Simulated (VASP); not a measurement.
# CdS (F-43m) in VASP: a series of runs, part 2 of 2

VASP 6.6.1. The steps go on from the part before.

**5. Single point, PBE0**

File POSCAR:

```
CdS
1.0
    0.0000000000      2.9392087882      2.9392087882
    2.9392087882      0.0000000000      2.9392087882
    2.9392087882      2.9392087882      0.0000000000
Cd S
1 1
Direct
    0.0000000000      0.0000000000      0.0000000000
    0.2500000000      0.2500000000      0.2500000000
```

File INCAR.step1:

```
  ALGO = Normal
  EDIFF = 1E-5
  ENCUT = 400
  GGA = PE
  GGA_COMPAT = F
  ISIF = 2
  ISMEAR = 0
  LASPH = T
  LCHARG = F
  LREAL = F
  LWAVE = T
  NBANDS = 16
  NELM = 120
  PREC = Accurate
  SIGMA = 0.01
```

File INCAR.step2:

```
  AEXX = 0.25
  ALGO = Normal
  EDIFF = 1E-6
  ENCUT = 400
  GGA = PE
  GGA_COMPAT = F
  ISIF = 2
  ISMEAR = 0
  ISTART = 1
  LASPH = T
  LCHARG = F
  LHFCALC = T
  LREAL = F
  LWAVE = F
  NBANDS = 16
  NELM = 120
  PREC = Accurate
  PRECFOCK = Normal
  SIGMA = 0.01
```

File KPOINTS:

```
k-points
0
Gamma
  6 6 6
```

Potentials or basis: VASP PAW PBE potentials, release 64 (Cd, S).

Command:

```
$ cat potpaw_PBE.64/Cd/POTCAR potpaw_PBE.64/S/POTCAR > POTCAR
$ cp INCAR.step1 INCAR
$ mpirun -np 1 vasp_std > vasp.out
$ cp INCAR.step2 INCAR
$ mpirun -np 1 vasp_std > vasp.out
```

OUTCAR:

```text
AEXX = 0.25
   EDIFF = 1E-6
   ENCUT = 400
   GGA = PE
   ISIF = 2
   ISMEAR = 0
   ISTART = 1
   LASPH = T
   LHFCALC = T
   LREAL = F
   NELM = 120
   PREC = Accurate
   PRECFOCK = Normal

 ion  position               nearest neighbor table
   1  0.000  0.000  0.000-   2 2.55   2 2.55   2 2.55   2 2.55
   2  0.250  0.250  0.250-   1 2.55   1 2.55   1 2.55   1 2.55

  LATTYP: Found a face centered cubic cell.
 ALAT       =     5.8784175764

  Lattice vectors:

 A1 = (   0.0000000000,   2.9392087882,   2.9392087882)
 A2 = (   2.9392087882,   0.0000000000,   2.9392087882)
 A3 = (   2.9392087882,   2.9392087882,   0.0000000000)

Analysis of symmetry for initial positions (statically):
=====================================================================
 Subroutine PRICEL returns:
 Original cell was already a primitive cell.

 Routine SETGRP: Setting up the symmetry group for a
 face centered cubic supercell.

 Subroutine GETGRP returns: Found 24 space group operations
 (whereof 24 operations were pure point group operations)
 out of a pool of 48 trial point group operations.

The static configuration has the point symmetry T_d .

Analysis of symmetry for dynamics (positions and initial velocities):
=====================================================================
 Subroutine PRICEL returns:
 Original cell was already a primitive cell.

 Routine SETGRP: Setting up the symmetry group for a
 face centered cubic supercell.

 Subroutine GETGRP returns: Found 24 space group operations
 (whereof 24 operations were pure point group operations)
 out of a pool of 48 trial point group operations.

[... 110 lines left out ...]
     AMIX     =   0.40;   BMIX     =  1.00
     AMIX_MAG =   1.60;   BMIX_MAG =  1.00
  volume/ion in A,a.u.               =      25.39       171.35
  Fermi-wavevector in a.u.,A,eV,Ry     =   1.158578  2.189395 18.263137  1.342303
  Thomas-Fermi vector in A             =   2.295179
   LORBIT       =      0    0 simple, 1 ext, 2 COOP (PROOUT), +10 PAW based schemes
   GGA     = PE    functional components
   LHFCALC =     T    Hartree Fock is set to
   PRECFOCK=normal    Normal, Fast or Accurate (Low or Medium for compatibility)
   ENCUT4O =  -1.0   cutoff for four orbital integrals eV
   NKREDX  =     1    reduce k-point grid by
   NKREDY  =     1    reduce k-point grid by
   NKREDZ  =     1    reduce k-point grid by
   AEXX    =    0.2500 exact exchange contribution
   HFSCREEN=    0.0000 screening length (either q_TF or 0.3 A-1)
   HFSCREENC=   0.0000 screening length for correlation (either q_TF or 0.3 A-1)
   ENCUTFOCK=  -1.0 apply spherical cutoff to Coloumb kernel
   IVDW    =     0    specifies the selected vdW correction
   LEPSILON=     F    determine dielectric tensor
   LRPA    =     F    only Hartree local field effects (RPA)
 non-spin polarized calculation
 Gauss-broadening in eV      SIGMA  =   0.01
  energy-cutoff  :      400.00
  volume of cell :       50.78
 maximum number of plane-waves:       941
  NGX = 24; NGY = 24; NGZ = 24

 number of electron      17.9999992 magnetization

 Free energy of the ion-electron system (eV)
  ---------------------------------------------------
  ext. energy  EPLUGINS =         0.00000000
  ---------------------------------------------------
  free energy    TOTEN  =        -8.18250085 eV

  energy without entropy =       -8.18250085  energy(sigma->0) =       -8.18250085

 E-fermi :   0.2364     XC(G=0):  -7.1359

 val. band max:        0.1022614928   @ k =   0.0000   0.0000   0.0000
 cond. band min:       2.8716722698   @ k =   0.0000   0.0000   0.0000
 fundamental gap:      2.7694107770
 Fermi energy:         0.2363623184

 k-point     1 :       0.0000    0.0000    0.0000
  band No.  band energies     occupation
      1     -13.3799      2.00000
      2      -8.7270      2.00000
      3      -8.7270      2.00000
      4      -8.7270      2.00000
      5      -8.2728      2.00000
      6      -8.2728      2.00000
[... 281 lines left out ...]
      3      -8.4759      2.00000
      4      -8.3485      2.00000
      5      -8.2347      2.00000
      6      -7.6666      2.00000
[... 8 lines left out ...]
     15      15.4328      0.00000
     16      15.5030      0.00000

------------------------ aborting loop because EDIFF is reached ----------------------------------------

  FORCE on cell =-STRESS in cart. coord.  units (eV):
  Direction    XX          YY          ZZ          XY          YZ          ZX
  --------------------------------------------------------------------------------------
  -------------------------------------------------------------------------------------
  Total       -0.0421540     -0.0421540     -0.0421540      0.0000000      0.0000000     -0.0000000
  in kB       -1.3299283     -1.3299283     -1.3299283      0.0000000      0.0000000     -0.0000000
  external PRESSURE =      -1.3299283 kB  Pullay stress =       0.0000000 kB

 VOLUME and BASIS-vectors are now :
 -----------------------------------------------------------------------------
  energy-cutoff  :      400.00
  volume of cell :       50.78
      direct lattice vectors                 reciprocal lattice vectors
     0.000000000  2.939208788  2.939208788    -0.170113808  0.170113808  0.170113808
     2.939208788  0.000000000  2.939208788     0.170113808 -0.170113808  0.170113808
     2.939208788  2.939208788  0.000000000     0.170113808  0.170113808 -0.170113808

 POSITION                                       TOTAL-FORCE (eV/Angst)
 -----------------------------------------------------------------------------------
      0.00000      0.00000      0.00000        -0.000000      0.000000     -0.000000
      1.46960      1.46960      1.46960         0.000000     -0.000000      0.000000
 -----------------------------------------------------------------------------------
    total drift:                                0.000066      0.000058      0.000042

  FREE ENERGIE OF THE ION-ELECTRON SYSTEM (eV)
  ---------------------------------------------------
  free  energy   TOTEN  =        -8.1825008481 eV

  energy  without entropy=       -8.1825008481  energy(sigma->0) =       -8.18250085
```

OSZICAR.step1:

```text
N       E                     dE             d eps       ncg     rms          rms(c)
DAV:   1     0.921945655492E+02    0.92195E+02   -0.78560E+03   528   0.837E+02
DAV:   2    -0.319367207089E+01   -0.95388E+02   -0.90923E+02   616   0.231E+02
DAV:   3    -0.666453006821E+01   -0.34709E+01   -0.34635E+01   640   0.461E+01
DAV:   4    -0.668489163653E+01   -0.20362E-01   -0.20360E-01   640   0.341E+00
DAV:   5    -0.668516436513E+01   -0.27273E-03   -0.27273E-03   632   0.368E-01    0.775E+00
DAV:   6    -0.615357604861E+01    0.53159E+00   -0.84835E-01   760   0.113E+01    0.626E+00
DAV:   7    -0.613434987549E+01    0.19226E-01   -0.19231E-01   608   0.298E+00    0.309E+00
DAV:   8    -0.613453177697E+01   -0.18190E-03   -0.17446E-02   608   0.165E+00    0.293E-01
DAV:   9    -0.613445649585E+01    0.75281E-04   -0.19954E-03   608   0.647E-01    0.615E-02
DAV:  10    -0.613459503421E+01   -0.13854E-03   -0.24525E-04   592   0.150E-01    0.704E-02
DAV:  11    -0.613467976383E+01   -0.84730E-04   -0.13427E-04   648   0.909E-02    0.234E-02
DAV:  12    -0.613467144061E+01    0.83232E-05   -0.24151E-05   544   0.638E-02
   1 F= -.61346714E+01 E0= -.61346714E+01  d E =-.111815E-14
```

It took 61 min on 1 thread of Intel Xeon 8259CL, shared host; peak memory 0.18 GiB.

Results:

```
Free energy            : -8.1825 eV
Pressure               : -0.1 GPa
Band gap on the k mesh : 2.77 eV
```

Caveat: the PAW data sets were made with another functional, which shifts forces and pressure a little.

**6. The runs side by side**

```tsv
level	k mesh	cutoff (eV)	grid for exact exchange (PRECFOCK)	share of exact exchange	screening parameter	gap on the mesh (eV)	pressure (GPa)
PBE	8 × 8 × 8	500	-	-	-	1.10	1.7
r2SCAN	6 × 6 × 6	550	-	-	-	1.54	0.3
HSE06	6 × 6 × 6	400	Normal	0.25	0.2079 1/Å	2.11	0.1
PBE0	6 × 6 × 6	400	Normal	0.25	-	2.77	-0.1
```

Alike in all rows: task single point; potentials or basis VASP PAW PBE potentials, release 64 (Cd, S); no spin polarisation; cell as given; smearing gaussian 0.01 eV.

On the cell as given the gap runs from 1.10 eV (PBE) to 2.77 eV (PBE0); the meshes differ, which moves gaps too. The pressure there spans -0.1 GPa (PBE0) to 1.7 GPa (PBE); a positive pressure means that this level wants a larger cell, a negative one a smaller.

Caveats: the PAW data sets were made with another functional, which shifts forces and pressure a little (at least some runs).

Total energies depend on the potentials used, so only differences within one code and one set of settings carry meaning.
